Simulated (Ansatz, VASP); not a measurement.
**ScBiTe3S: VASP beside Ansatz**

```
Sc Bi Te S
1.0
     6.09604    0.00000    0.00000
    -3.04802    5.27932    0.00000
     0.00000    0.00000    5.14402
Sc Bi Te S
1 1 3 1
Direct
  0.33333 0.66667 0.00000
  0.66667 0.33333 0.00000
  0.66657 0.83329 0.50000
  0.16671 0.83329 0.50000
  0.16671 0.33343 0.50000
  0.00000 0.00000 0.00000
```

Change from the starting cell: species swapped into the LaAlCuNi3 type (P-6m2, No. 187).

Alike in both runs: task relaxation of cell and atoms; functional PBE; k mesh 6 × 6 × 8; occupations gaussian, width 0.1 eV; no spin polarisation.

|  | VASP | Ansatz |
| --- | --- | --- |
| version | VASP 6.6.1 | Ansatz 0.2.0 |
| potentials or method | VASP PAW PBE potentials, release 64 (Sc_sv, Bi_d, Te, S), cutoff 600 eV | scalar-relativistic, plane waves, PAW |
| valence electrons in the cell | 50 | 80 |

VASP gave:

```
gap on the k mesh at the Fermi level, each at its own relaxed structure (eV) : none
relaxed volume (Å³/atom)                                                     : 27.57
relaxed cell length with the largest relative difference (Å)                 : 6.094
```

Q: Estimate Ansatz's values.

A: gap on the k mesh at the Fermi level, each at its own relaxed structure (eV): none; relaxed volume (Å³/atom): 27.59; relaxed cell length with the largest relative difference (Å): 6.096.

A gap of «none» marks a metal or a gap that the smearing closes. VASP's potentials hold 50 valence electrons a cell and Ansatz's 80, so a difference there can come from the potentials and not from the codes.

Spin-orbit coupling is off throughout.
